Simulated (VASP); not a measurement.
Wanted: the native input for a VASP 6.6.1 run.

- Task: single point
- Functional: RPBE
- Potentials or basis: VASP PAW PBE potentials, release 64 (Mn_pv, O)
- Cutoff: 520 eV
- k mesh: 8 × 8 × 4
- Occupations: gaussian, width 0.05 eV
- Spin: collinear spin, ferromagnetic start
- Starting moments: [4.63, 4.63, 0.13, 0.13] μB
- Hubbard terms: Mn d U = 3.9 eV
- Dipole correction: no
- Further INCAR settings: ALGO = Normal; EDIFF = 1e-07; NBANDS = 31

The structure of MnO lies in POSCAR:

```
MnO
1.0
    3.7239912277      0.0000000000      0.0000000000
   -1.8619956139      3.2250710066      0.0000000000
    0.0000000000      0.0000000000      4.5784412718
Mn O
2 2
Direct
    0.3333333333      0.6666666667     -0.0567850000
    0.6666666667      0.3333333333      0.4432150000
    0.3333333333      0.6666666667      0.4432150000
    0.6666666667      0.3333333333      0.9432150000
```

The input as run:

INCAR

```
ALGO = Normal ; EDIFF = 1E-7
ENCUT = 520 ; GGA = RP
ISIF = 2 ; ISMEAR = 0
ISPIN = 2 ; LASPH = T
LCHARG = T ; LDAU = T
LDAUJ = 0 0 ; LDAUL = 2 -1
LDAUPRINT = 1 ; LDAUTYPE = 2
LDAUU = 3.9 0 ; LELF = T
LMAXMIX = 4 ; LORBIT = 11
LREAL = F ; LVHAR = T
LWAVE = F ; MAGMOM = 4.63 4.63 0.13 0.13
NBANDS = 31 ; NELM = 150
PREC = Accurate ; SIGMA = 0.05
```

KPOINTS

```
k-points
0
Gamma
  8 8 4
```

Potentials or basis: VASP PAW PBE potentials, release 64 (Mn_pv, O).

Command:

```sh
$ cat potpaw_PBE.64/Mn_pv/POTCAR potpaw_PBE.64/O/POTCAR > POTCAR
$ mpirun -np 1 vasp_std > vasp.out
```

Results of the run:

```
Pressure                                              : 1.7 GPa
Band gap on the k mesh                                : zero (filled and empty bands overlap)
Net moment                                            : 10.00 μB per cell
Site moments                                          : Mn +4.63; O +0.10 μB
Valence electrons inside the program's atomic spheres : Mn 11.30; O 5.00
```

Caveat: the PAW data sets were made with another functional, which shifts forces and pressure a little; the run started ferromagnetic, and an antiferromagnetic order may lie lower in energy.

It took 2.5 min on 1 thread of Intel Xeon 8259CL, on a shared host, peak memory 0.23 GiB.
